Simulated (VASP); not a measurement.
# C (Fmmm) in VASP: notebook

C is run at these levels: PBE+D3(BJ); tasks: single point.

Program: VASP 6.6.1. These are calculated values, not measurements. Logs are shortened: lines on timing, memory, paths and dates and some standing lists are left out, and cuts for length are marked.

## 1. The cell of the first run

Symmetry: Fmmm, No. 69, orthorhombic system. The conventional cell has a = 2.466 Å, b = 4.268 Å, c = 6.796 Å, α = 90.00°, β = 90.00°, γ = 90.00°. C (site symmetry m2m) has 3 C at 1.39 to 1.50 Å within 1.9 Å.

## 2. Single point, PBE+D3(BJ) (atoms shifted along a free coordinate)

File INCAR:

```
SYSTEM = C
  PREC = Accurate
  ENCUT = 520
  EDIFF = 1E-6
  ISMEAR = 0
  SIGMA = 0.03
  LREAL = .FALSE.
  LASPH = .TRUE.
  NELM = 100
  ALGO = Normal
  ISIF = 2
  LWAVE = .FALSE.
  LCHARG = .FALSE.
  GGA = PE
  IVDW = 12
  NBANDS = 11
```

File KPOINTS:

```
regular mesh
0
G
  16 16 16
  0 0 0
```

File POSCAR:

```
C
1.0
    0.0000000000      2.1341012763      3.3978816909
    1.2327815012      0.0000000000      3.3978816909
    1.2327815012      2.1341012763      0.0000000000
C
2
Direct
    0.1754825005      0.8245174995      0.1754825005
    0.8245174995      0.1754825005      0.8245174995
```

Potentials or basis: VASP PAW PBE potentials, release 64 (C).

Launch:

```sh
> cat potpaw_PBE.64/C/POTCAR > POTCAR
> mpirun -np 1 vasp_std > vasp.out
```

OUTCAR:

```text
SYSTEM = C
   PREC = Accurate
   ENCUT = 520
   EDIFF = 1E-6
   ISMEAR = 0
   LREAL = .FALSE.
   LASPH = .TRUE.
   NELM = 100
   ISIF = 2
   GGA = PE
   IVDW = 12
 IVDW          = 12

 ion  position               nearest neighbor table
   1  0.175  0.825  0.175-   2 1.39   2 1.39   2 1.50
   2  0.825  0.175  0.825-   1 1.39   1 1.39   1 1.50

  LATTYP: Found a face centered orthorhombic cell.
 ALAT       =     2.4655630024
 B/A-ratio  =     1.7311269468
 C/A-ratio  =     2.7562724518

  Lattice vectors:

 A1 = (   0.0000000000,   2.1341012763,   3.3978816909)
 A2 = (   1.2327815012,   0.0000000000,   3.3978816909)
 A3 = (   1.2327815012,   2.1341012763,   0.0000000000)

Analysis of symmetry for initial positions (statically):
=====================================================================
 Subroutine PRICEL returns:
 Original cell was already a primitive cell.

 Routine SETGRP: Setting up the symmetry group for a
 face centered orthorhombic supercell.

 Subroutine GETGRP returns: Found  8 space group operations
 (whereof  8 operations were pure point group operations)
 out of a pool of  8 trial point group operations.

The static configuration has the point symmetry D_2h.

Analysis of symmetry for dynamics (positions and initial velocities):
=====================================================================
 Subroutine PRICEL returns:
 Original cell was already a primitive cell.

 Routine SETGRP: Setting up the symmetry group for a
 face centered orthorhombic supercell.

 Subroutine GETGRP returns: Found  8 space group operations
 (whereof  8 operations were pure point group operations)
 out of a pool of  8 trial point group operations.

The dynamic configuration has the point symmetry D_2h.

 Subroutine INISYM returns: Found  8 space group operations
 (whereof  8 operations are pure point group operations),
 and found     1 'primitive' translations

----------------------------------------------------------------------------------------

                                     Primitive cell

  volume of cell :      17.8788

  direct lattice vectors                    reciprocal lattice vectors
     0.000000000  2.134101276  3.397881691    -0.405586878  0.234290662  0.147150503
     1.232781501  0.000000000  3.397881691     0.405586878 -0.234290662  0.147150503
     1.232781501  2.134101276  0.000000000     0.405586878  0.234290662 -0.147150503

  length of vectors
     4.012479064  3.614602359  2.464576736     0.490964459  0.490964459  0.490964459

  position of ions in fractional coordinates (direct lattice)
     0.175482501  0.824517499  0.175482501
     0.824517499  0.175482501  0.824517499

  ion indices of the primitive-cell ions
   primitive index   ion index
                 1           1
                 2           2

----------------------------------------------------------------------------------------

 KPOINTS: regular mesh

Automatic generation of k-mesh.
 Grid dimensions read from file:
 generate k-points for:   16   16   16

 Generating k-lattice:

  Cartesian coordinates                     Fractional coordinates (reciprocal lattice)
    -0.025349180  0.014643166  0.009196906     0.062500000  0.000000000  0.000000000
     0.025349180 -0.014643166  0.009196906     0.000000000  0.062500000  0.000000000
     0.025349180  0.014643166 -0.009196906     0.000000000  0.000000000  0.062500000

  Length of vectors
     0.030685279  0.030685279  0.030685279

  Shift w.r.t. Gamma in fractional coordinates (k-lattice)
     0.000000000  0.000000000  0.000000000

 Subroutine IBZKPT returns following result:
 ===========================================

 Found    621 irreducible k-points:

 Following reciprocal coordinates:
            Coordinates               Weight
  0.000000  0.000000  0.000000      1.000000
  0.062500  0.000000  0.000000      8.000000
  0.125000  0.000000  0.000000      8.000000
  0.187500  0.000000 -0.000000      8.000000
  0.250000  0.000000  0.000000      8.000000
  0.312500  0.000000  0.000000      8.000000
[... 16 lines left out ...]
 -0.125000  0.062500  0.000000      8.000000
 -0.062500  0.062500  0.000000      4.000000
 [... further k-points ...]
   k-points           NKPTS =    621   k-points in BZ     NKDIM =    621   number of bands    NBANDS=     11
   number of dos      NEDOS =    301   number of ions     NIONS =      2
   total plane-waves  NPLWV =  15120
   dimension x,y,z NGX =    30 NGY =   28 NGZ =   18
   dimension x,y,z NGXF=    60 NGYF=   56 NGZF=   36
   ions per type =               2
   NGX,Y,Z   is equivalent  to a cutoff of  12.43, 12.88, 12.14 a.u.
   NGXF,Y,Z  is equivalent  to a cutoff of  24.86, 25.76, 24.28 a.u.
 SYSTEM =  C
   PREC   = accura    normal or accurate (medium, high low for compatibility)
   ISTART =      0    job   : 0-new  1-cont  2-samecut
   ICHARG =      2    charge: 1-file 2-atom 10-const
   ISPIN  =      1    spin polarized calculation?
   LNONCOLLINEAR =      F non collinear calculations
   LSORBIT =      F    spin-orbit coupling
   LASPH  =      T    aspherical Exc in radial PAW
   ENCUT  =  520.0 eV  38.22 Ry    6.18 a.u.   7.46  6.72  4.58*2*pi/ulx,y,z
   NELM   =    100;   NELMIN=  2; NELMDL= -5     # of ELM steps
   EDIFF  = 0.1E-05   stopping-criterion for ELM
   LREAL  =      F    real-space projection
   EDIFFG = 0.1E-04   stopping-criterion for IOM
   NSW    =      0    number of steps for IOM
   IBRION =     -1    ionic relax: 0-MD 1-quasi-New 2-CG
   NFREE  =      0    steps in history (QN), initial steepest desc. (CG)
   ISIF   =      2    stress and relaxation
   ISYM   =      2    0-nonsym 1-usesym 2-fastsym
   POTIM  = 0.5000    time-step for ionic-motion
   TEBEG  =    0.0;   TEEND  =   0.0 temperature during run
   PSTRESS=    0.0 pullay stress
   NELECT =       8.0000    total number of electrons
   NUPDOWN=      -1.0000    fix difference up-down
   EMIN   =  10.00;   EMAX   =-10.00  energy-range for DOS
   EFERMI =   0.00;   METHOD = LEGACY
   ISMEAR =     0;   SIGMA  =   0.03  broadening in eV -4-tet -1-fermi 0-gaus
   EFERMI_NEDOS =   21; number of points for ismear=-14 and -15
   IALGO  =     38    algorithm
   IMIX   =      4    mixing-type and parameters
     AMIX     =   0.40;   BMIX     =  1.00
     AMIX_MAG =   1.60;   BMIX_MAG =  1.00
  volume/ion in A,a.u.               =       8.94        60.33
  Fermi-wavevector in a.u.,A,eV,Ry     =   1.252156  2.366231 21.332495  1.567894
  Thomas-Fermi vector in A             =   2.386069
   LORBIT       =      0    0 simple, 1 ext, 2 COOP (PROOUT), +10 PAW based schemes
   GGA     = PE    functional components
   LHFCALC =     F    Hartree Fock is set to
   AEXX    =    0.0000 exact exchange contribution
   IVDW    =    12    specifies the selected vdW correction
   LEPSILON=     F    determine dielectric tensor
   LRPA    =     F    only Hartree local field effects (RPA)
 non-spin polarized calculation
 Gauss-broadening in eV      SIGMA  =   0.03
  energy-cutoff  :      520.00
  volume of cell :       17.88
 maximum number of plane-waves:       499
 NGX is ok and might be reduce to    30
   NGX = 15   NGY = 13   NGZ =  9

 number of electron       8.0000000 magnetization

 Free energy of the ion-electron system (eV)
  ---------------------------------------------------
  ext. energy  EPLUGINS =         0.00000000
  ---------------------------------------------------
  free energy    TOTEN  =       -18.28174951 eV

  energy without entropy =      -18.28171720  energy(sigma->0) =      -18.28173336

 E-fermi :   4.4920     XC(G=0): -10.2297

 val. band max:        4.4874440167   @ k =  -0.1875   0.1250   0.3125
 cond. band min:       4.4965258703   @ k =  -0.1875   0.1250   0.3125
 fundamental gap:      0.0090818536
 Fermi energy:         4.4919849433

 k-point     1 :       0.0000    0.0000    0.0000
  band No.  band energies     occupation
      1     -15.0817      2.00000
      2      -2.0683      2.00000
      3       0.4604      2.00000
      4       2.7332      2.00000
      5       8.7572      0.00000
      6      11.4108      0.00000
      7      14.4560      0.00000
      8      15.9893      0.00000
      9      17.2471      0.00000
     10      27.0989      0.00000
     11      29.8667      0.00000

 k-point     2 :       0.0625    0.0000    0.0000
  band No.  band energies     occupation
      1     -14.9867      2.00000
      2      -1.9824      2.00000
      3       0.1762      2.00000
      4       2.4473      2.00000
      5       8.9157      0.00000
      6      11.6855      0.00000
      7      14.6053      0.00000
      8      15.6269      0.00000
      9      17.4377      0.00000
     10      27.4154      0.00000
     11      29.2035      0.00000

 k-point     3 :       0.1250    0.0000    0.0000
  band No.  band energies     occupation
      1     -14.7029      2.00000
      2      -1.7239      2.00000
      3      -0.6189      2.00000
      4       1.7357      2.00000
      5       9.3885      0.00000
      6      12.2342      0.00000
      7      14.6234      0.00000
      8      15.1326      0.00000
      9      18.0415      0.00000
     10      27.3353      0.00000
     11      28.2806      0.00000
[... 267 lines left out ...]
 k-point    23 :      -0.1250    0.0625    0.0000
  band No.  band energies     occupation
      1     -14.2508      2.00000
      2      -1.7951      2.00000
      3      -1.1310      2.00000
      4       0.8752      2.00000
      5       9.8152      0.00000
      6      12.5218      0.00000
      7      13.1313      0.00000
      8      16.2957      0.00000
      9      19.0519      0.00000
     10      25.3654      0.00000
     11      29.2561      0.00000

 k-point    24 :      -0.0625    0.0625    0.0000
  band No.  band energies     occupation
      1     -14.7124      2.00000
      2      -1.6394      2.00000
      3      -0.6171      2.00000
      4       1.7354      2.00000
      5       9.2075      0.00000
      6      12.2319      0.00000
      7      14.6111      0.00000
      8      15.1368      0.00000
      9      18.0520      0.00000
     10      27.3476      0.00000
     11      28.2795      0.00000

 [... further k-points ...]

------------------------ aborting loop because EDIFF is reached ----------------------------------------

 Edisp (eV)   -0.30808

 E8    (eV) :    -0.0871

  FORCE on cell =-STRESS in cart. coord.  units (eV):
  Direction    XX          YY          ZZ          XY          YZ          ZX
  --------------------------------------------------------------------------------------
  -------------------------------------------------------------------------------------
  Total       1.26449    -0.34679    -0.01465     0.00000     0.00000     0.00000
  in kB     113.31517   -31.07654    -1.31248     0.00000     0.00000     0.00000
  external pressure =       26.98 kB  Pullay stress =        0.00 kB

 VOLUME and BASIS-vectors are now :
 -----------------------------------------------------------------------------
  energy-cutoff  :      520.00
  volume of cell :       17.88
      direct lattice vectors                 reciprocal lattice vectors
     0.000000000  2.134101276  3.397881691    -0.405586878  0.234290662  0.147150503
     1.232781501  0.000000000  3.397881691     0.405586878 -0.234290662  0.147150503
     1.232781501  2.134101276  0.000000000     0.405586878  0.234290662 -0.147150503

 POSITION                                       TOTAL-FORCE (eV/Angst)
 -----------------------------------------------------------------------------------
      1.23278      0.74899      3.39788         0.000000     -3.664322      0.000000
      1.23278      3.51921      3.39788         0.000000      3.664322      0.000000
 -----------------------------------------------------------------------------------
    total drift:                                0.000000      0.000000     -0.000000

  FREE ENERGIE OF THE ION-ELECTRON SYSTEM (eV)
  ---------------------------------------------------
  free  energy   TOTEN  =       -18.5898295338 eV

  energy  without entropy=      -18.5897972246  energy(sigma->0) =      -18.58981338
```

Run time: 70 s. Hardware: 1 thread of Intel Xeon 6975P-C (Granite Rapids), shared host; peak memory 0.22 GiB.

What came out:

| Item | Value |
| --- | --- |
| Free energy | -18.5898 eV |
| Pressure | 2.7 GPa |
| Largest force | 3.664 eV/Å |
| Dispersion energy per atom | -0.154 eV |

Forces on the atoms (eV/Å):
```
C    0.000 -3.664  0.000
C    0.000  3.664  0.000
```

Caveat: the cell differs from its parent crystal (atoms shifted along a free coordinate); forces of over 1 eV/Å act on the atoms, so gaps and moduli don't describe the material at rest.

## 3. Single point, PBE+D3(BJ)

File INCAR:

```
SYSTEM = C
PREC = Accurate
ENCUT = 520
EDIFF = 1E-6
ISMEAR = 0
SIGMA = 0.03
LREAL = .False.
LASPH = .True.
NELM = 100
ALGO = Normal
ISIF = 2
LWAVE = .False.
LCHARG = .False.
GGA = PE
IVDW = 12
NBANDS = 11
```

File KPOINTS:

```
Automatic mesh
0
Gamma
  16 16 16
  0 0 0
```

File POSCAR:

```
C
1.0
    0.0000000000      2.1341012763      3.3978816909
    1.2327815012      0.0000000000      3.3978816909
    1.2327815012      2.1341012763      0.0000000000
C
2
Direct
    0.1666966007      0.8333033993      0.1666966007
    0.8333033993      0.1666966007      0.8333033993
```

Potentials or basis: VASP PAW PBE potentials, release 64 (C).

Launch:

```sh
> cat potpaw_PBE.64/C/POTCAR > POTCAR
> mpirun -np 1 vasp_std > vasp.out
```

OUTCAR:

```text
SYSTEM = C
   PREC = Accurate
   ENCUT = 520
   EDIFF = 1E-6
   ISMEAR = 0
   LREAL = .False.
   LASPH = .True.
   NELM = 100
   ISIF = 2
   GGA = PE
   IVDW = 12
 IVDW          = 12

 ion  position               nearest neighbor table
   1  0.167  0.833  0.167-   2 1.42   2 1.42   2 1.42
   2  0.833  0.167  0.833-   1 1.42   1 1.42   1 1.42

  LATTYP: Found a face centered orthorhombic cell.
 ALAT       =     2.4655630024
 B/A-ratio  =     1.7311269468
 C/A-ratio  =     2.7562724518

  Lattice vectors:

 A1 = (   0.0000000000,   2.1341012763,   3.3978816909)
 A2 = (   1.2327815012,   0.0000000000,   3.3978816909)
 A3 = (   1.2327815012,   2.1341012763,   0.0000000000)

Analysis of symmetry for initial positions (statically):
=====================================================================
 Subroutine PRICEL returns:
 Original cell was already a primitive cell.

 Routine SETGRP: Setting up the symmetry group for a
 face centered orthorhombic supercell.

 Subroutine GETGRP returns: Found  8 space group operations
 (whereof  8 operations were pure point group operations)
 out of a pool of  8 trial point group operations.

[... 174 lines left out ...]
      3       1.5596      2.00000
      4       1.5714      2.00000
      5       8.7520      0.00000
      6      12.9013      0.00000
      7      12.9623      0.00000
      8      15.9688      0.00000
      9      17.1824      0.00000
     10      27.2016      0.00000
     11      29.8158      0.00000
[... 309 lines left out ...]
 k-point    24 :      -0.0625    0.0625    0.0000
  band No.  band energies     occupation
      1     -14.6982      2.00000
      2      -1.6255      2.00000
      3       0.1967      2.00000
      4       0.8592      2.00000
      5       9.2046      0.00000
      6      13.0284      0.00000
      7      14.4197      0.00000
      8      14.6627      0.00000
      9      17.9315      0.00000
     10      27.0705      0.00000
     11      28.3597      0.00000

 [... further k-points ...]

------------------------ aborting loop because EDIFF is reached ----------------------------------------

 Edisp (eV)   -0.30795

 E8    (eV) :    -0.0871

  FORCE on cell =-STRESS in cart. coord.  units (eV):
  Direction    XX          YY          ZZ          XY          YZ          ZX
  --------------------------------------------------------------------------------------
  -------------------------------------------------------------------------------------
  Total       0.08716     0.05928     0.00176    -0.00000     0.00000     0.00000
  in kB       7.81092     5.31213     0.15768    -0.00000     0.00000     0.00000
  external pressure =        4.43 kB  Pullay stress =        0.00 kB

 VOLUME and BASIS-vectors are now :
 -----------------------------------------------------------------------------
  energy-cutoff  :      520.00
  volume of cell :       17.88
      direct lattice vectors                 reciprocal lattice vectors
     0.000000000  2.134101276  3.397881691    -0.405586878  0.234290662  0.147150503
     1.232781501  0.000000000  3.397881691     0.405586878 -0.234290662  0.147150503
     1.232781501  2.134101276  0.000000000     0.405586878  0.234290662 -0.147150503

 POSITION                                       TOTAL-FORCE (eV/Angst)
 -----------------------------------------------------------------------------------
      1.23278      0.71149      3.39788         0.000000     -0.021239      0.000000
      1.23278      3.55671      3.39788         0.000000      0.021239      0.000000
 -----------------------------------------------------------------------------------
    total drift:                                0.000000      0.000000     -0.000000

  FREE ENERGIE OF THE ION-ELECTRON SYSTEM (eV)
  ---------------------------------------------------
  free  energy   TOTEN  =       -18.7326547520 eV

  energy  without entropy=      -18.7326547520  energy(sigma->0) =      -18.73265475
```

stdout:

```text
POSCAR found type information on POSCAR C
 POSCAR found :  1 types and       2 ions
 scaLAPACK will be used
 LDA part: xc-table for (Slater+PW92), standard interpolation
 POSCAR, INCAR and KPOINTS ok, starting setup
 FFT: planning ... GRIDC
 FFT: planning ... GRID_SOFT
 FFT: planning ... GRID
 WAVECAR not read
 entering main loop
```

Wall time 58 s (1 thread of Intel Xeon 6975P-C (Granite Rapids), shared host); peak memory 0.22 GiB.

Results:

```
Free energy                : -18.7327 eV
Pressure                   : 0.4 GPa
Largest force              : 0.021 eV/Å
Dispersion energy per atom : -0.154 eV
```

Forces on the atoms (eV/Å):
```
C    0.000 -0.021  0.000
C    0.000  0.021  0.000
```

## 4. Single point, PBE+D3(BJ) (atoms shifted along a free coordinate)

File INCAR:

```
SYSTEM = C
PREC = Accurate ; ENCUT = 520
EDIFF = 1E-6 ; ISMEAR = 0
SIGMA = 0.03 ; LREAL = .FALSE.
LASPH = .TRUE. ; NELM = 60
ALGO = Normal ; ISIF = 2
LWAVE = .FALSE. ; LCHARG = .TRUE.
GGA = PE ; IVDW = 12
LELF = .TRUE. ; LVHAR = .TRUE.
NBANDS = 11
```

File KPOINTS:

```
Automatic mesh
0
G
  16 16 16
  0 0 0
```

File POSCAR:

```
C
1.0
    0.0000000000      2.1482183678      3.4203586967
    1.2409363575      0.0000000000      3.4203586967
    1.2409363575      2.1482183678      0.0000000000
C
2
Direct
    0.2018401999      0.7981598001      0.2018401999
    0.7981598001      0.2018401999      0.7981598001
```

Launch:

```sh
> cat potpaw_PBE.64/C/POTCAR > POTCAR
> mpirun -np 1 vasp_std > vasp.out
```

It took 72 s on 1 thread of Intel Xeon 6975P-C (Granite Rapids), shared host; peak memory 0.22 GiB.

Results (log left out):

```yaml
Free_energy: -17.0861 eV
Pressure: 19.2 GPa
Largest_force: 7.719 eV/Å
Band_gap_on_the_k_mesh: zero (bands 4 and 5 overlap by 2.12 eV)
Dispersion_energy_per_atom: -0.155 eV
```

Forces in eV/Å, atoms in the order of the input:
```
C    0.000 -7.719  0.000
C    0.000  7.719  0.000
```

Stress tensor (GPa, compression positive):
```
48.94  0.00  0.00
 0.00  9.22  0.00
 0.00  0.00 -0.56
```

Levels at points of the mesh, in eV from the Fermi level:
```tsv
k point	band 1	band 2	band 3	band 4	band 5	band 6	band 7	band 8
(0.00, 0.00, 0.00)	-19.90	-7.35	-7.03	1.64	2.59	4.09	11.26	12.07
(0.50, 0.00, 0.00)	-14.63	-14.54	-4.80	-1.90	-0.07	4.53	12.40	12.67
(0.50, 0.50, 0.00)	-19.65	-8.75	-7.37	1.74	2.64	9.63	11.52	11.78
(0.50, 0.00, 0.50)	-15.44	-11.67	-9.06	-3.77	5.77	6.47	10.67	11.83
(0.00, 0.50, 0.50)	-15.25	-11.50	-9.09	-4.85	3.74	6.13	12.20	15.66
```

Caveat: the cell differs from its parent crystal (atoms shifted along a free coordinate); the cell stands under pressure; forces of over 1 eV/Å act on the atoms, so gaps and moduli don't describe the material at rest.

## 5. Overview

| cell | pressure (GPa) | largest force (eV/Å) |
| --- | --- | --- |
| a = 4.012, b = 3.615, c = 2.465 Å, angles 80.2, 62.6, 37.2°, 2 atoms, atomic positions A | 2.7 | 3.66 |
| a = 4.012, b = 3.615, c = 2.465 Å, angles 80.2, 62.6, 37.2°, 2 atoms, atomic positions B | 0.4 | 0.02 |
| a = 4.039, b = 3.639, c = 2.481 Å, angles 80.2, 62.6, 37.2°, 2 atoms, atomic positions C | 19.2 | 7.72 |

Alike in all rows: task single point; level PBE+D3(BJ); potentials or basis VASP PAW PBE potentials, release 64 (C); no spin polarisation; k mesh 16 × 16 × 16; cutoff (eV) 520; smearing gaussian 0.03 eV.

Caveats: forces of over 1 eV/Å act on the atoms, so gaps and moduli don't describe the material at rest (at least some runs); the cell stands under pressure (at least some runs).

Total energies depend on the potentials used, so only differences within one code and one set of settings carry meaning.
